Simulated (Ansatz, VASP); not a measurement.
**MgH2 in VASP and in Ansatz**

```xyz
3
Lattice="-1.6817 1.6817 2.3803 1.6817 -1.6817 2.3803 1.6817 1.6817 -2.3803" Properties=species:S:1:pos:R:3 pbc="T T T"
Mg    0.0000    0.0000    0.0000
H     1.6817    0.0000    1.1901
H     0.0000    1.6817    1.1901
```

Alike in both runs: functional PBE; k mesh 14 × 14 × 14; occupations gaussian, width 0.1 eV; no spin polarisation.

Ansatz relaxed the structure, and its values are those at the end. VASP's run is a single point on that final structure, the one shown.

|  | VASP | Ansatz |
| --- | --- | --- |
| version | VASP 6.6.1 | Ansatz 0.2.0 |
| potentials or method | VASP PAW PBE potentials, release 64 (Mg, H), cutoff 520 eV | scalar-relativistic, plane waves, PAW |
| valence electrons in the cell | 4 | 12 |

|  | VASP | Ansatz | Ansatz less VASP |
| --- | --- | --- | --- |
| gap on the k mesh at the Fermi level (eV) | none | none | - |
| pressure (GPa) | -0.4 | 0.0 | +0.40 |

A gap of «none» marks a metal or a gap that the smearing closes. VASP's potentials hold 4 valence electrons a cell and Ansatz's 12, so a difference there can come from the potentials and not from the codes.
